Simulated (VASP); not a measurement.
Au, 2 atoms in the cell. It takes space group Cmcm (No. 63, orthorhombic). The conventional cell has a = 2.823 Å, b = 5.112 Å, c = 4.893 Å, α = 90.00°, β = 90.00°, γ = 90.00°. Within 3.7 Å of Au (site symmetry m2m) lie 12 Au at 2.82 to 2.97 Å. 

```yaml
Program: VASP 6.6.1
Task: single point
Functional: revPBE
Potentials_or_basis: VASP PAW PBE potentials, release 64 (Au)
Cutoff: 500 eV
k_mesh: 4 × 4 × 2
Occupations: gaussian, width 0.1 eV
Spin: no spin polarisation
Dipole_correction: no
Further_INCAR_settings: ALGO = Normal; EDIFF = 1e-06; NBANDS = 18
```

Potentials or basis: VASP PAW PBE potentials, release 64 (Au).

Launch:

```bash
$ cat potpaw_PBE.64/Au/POTCAR > POTCAR
$ mpirun -np 1 vasp_std > vasp.out
```

Hardware: 1 thread of Intel Xeon 8259CL, with other jobs on the host.

**Question.** How long does it take, and how much memory?

**Answer.** Wall time 14 s on 1 thread of Intel Xeon 8259CL (shared host), peak memory 0.15 GiB. Counts: scf iterations 11, k points 14.
